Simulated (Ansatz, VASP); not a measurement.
**Two plane-wave programs on CsSnI3**

Contents of INCAR:

```
SYSTEM = CsSnI3
PREC     = Accurate       ! precision mode
ENCUT    = 520            ! plane-wave cutoff, eV
EDIFF    = 1E-6           ! SCF threshold, eV
ISMEAR   = -1             ! smearing method
SIGMA    = 0.02           ! smearing width, eV
LREAL    = .False.        ! projectors in reciprocal space
LASPH    = .True.         ! aspherical terms in the spheres
NELM     = 60             ! most SCF steps
ALGO     = Normal         ! electronic algorithm
ISIF     = 2              ! what is computed and relaxed
LWAVE    = .False.        ! write WAVECAR
LCHARG   = .True.         ! write CHGCAR
GGA      = PE             ! functional
LELF     = .True.         ! ELF
LVHAR    = .True.       
NBANDS   = 55             ! bands
```

Contents of KPOINTS:

```
Automatic mesh
0
Gamma
  4 4 4
  0 0 0
```

File POSCAR:

```
CsSnI3
1.0
    8.6683913831      0.0000000000      0.0000000000
    0.0000000000      8.6683913831      0.0000000000
    0.0000000000      0.0000000000      6.3328477551
Cs Sn I
2 2 6
Direct
    0.5000000000      0.0000000000      0.0000000000
    0.0000000000      0.5000000000      0.0000000000
    0.0000000000      0.0000000000      0.5000000000
    0.5000000000      0.5000000000      0.5000000000
    0.0000000000      0.0000000000      0.0000000000
    0.5000000000      0.5000000000      0.0000000000
    0.8021125058      0.3021125058      0.5000000000
    0.6978874942      0.8021125058      0.5000000000
    0.1978874942      0.6978874942      0.5000000000
    0.3021125058      0.1978874942      0.5000000000
```

Input for Ansatz:

```yaml
crystal:
  lattice:
    - [8.6683913831, 0.0, 0.0]
    - [0.0, 8.6683913831, 0.0]
    - [0.0, 0.0, 6.3328477551]
  atoms:
    - { symbol: Cs, position: [0.5, 0.0, 0.0] }
    - { symbol: Cs, position: [0.0, 0.5, 0.0] }
    - { symbol: Sn, position: [0.0, 0.0, 0.5] }
    - { symbol: Sn, position: [0.5, 0.5, 0.5] }
    - { symbol: I, position: [0.0, 0.0, 0.0] }
    - { symbol: I, position: [0.5, 0.5, 0.0] }
    - { symbol: I, position: [0.8021125058, 0.3021125058, 0.5] }
    - { symbol: I, position: [0.6978874942, 0.8021125058, 0.5] }
    - { symbol: I, position: [0.1978874942, 0.6978874942, 0.5] }
    - { symbol: I, position: [0.3021125058, 0.1978874942, 0.5] }
kpoints:
  mp_grid: { grid: [4, 4, 4] }
  band_path:
    path:
      - [[0.0, 0.0, 0.0], [-1.733947865355e-51, 0.5, 0.0], [0.5, 0.5, 0.0], [0.0, 0.0, 0.0], [0.0, 0.0, 0.5], [-1.733947865355e-51, 0.5, 0.5], [0.5, 0.5, 0.5], [0.0, 0.0, 0.5]]
      - [[-1.733947865355e-51, 0.5, 0.0], [-1.733947865355e-51, 0.5, 0.5]]
      - [[0.5, 0.5, 0.0], [0.5, 0.5, 0.5]]
    npoints: 10
hamiltonian:
  xc: pbe
scf:
  occupations: { method: fermi_dirac, width: 0.02 }
  n_extra_bands: 6
output:
  forces: true
  stress: true
  eigenvalues: true
```

Alike in both runs: task single point; functional PBE; k mesh 4 × 4 × 4; occupations fermi-dirac, width 0.02 eV; no spin polarisation.

|  | VASP | Ansatz |
| --- | --- | --- |
| version | VASP 6.6.1 | Ansatz 0.2.0 |
| potentials or method | VASP PAW PBE potentials, release 64 (Cs_sv, Sn_d, I) | plane waves, PAW |
| plane-wave cutoff (eV) | 520 | 420 |
| valence electrons in the cell | 88 | 148 |

Ansatz gave:

| Property | Result |
| --- | --- |
| pressure (GPa) | 0.5 |
| rms of the force components (eV/Å) | 0.008 |

**Question.** What did VASP give for the same quantities?

**Answer.** Pressure (GPa): 0.5; rms of the force components (eV/Å): 0.007.

Atom by atom the forces differ by 0.001 eV/Å (rms over components). VASP's potentials hold 88 valence electrons a cell and Ansatz's 148, so a difference there can come from the potentials and not from the codes.

Spin-orbit coupling is off throughout.
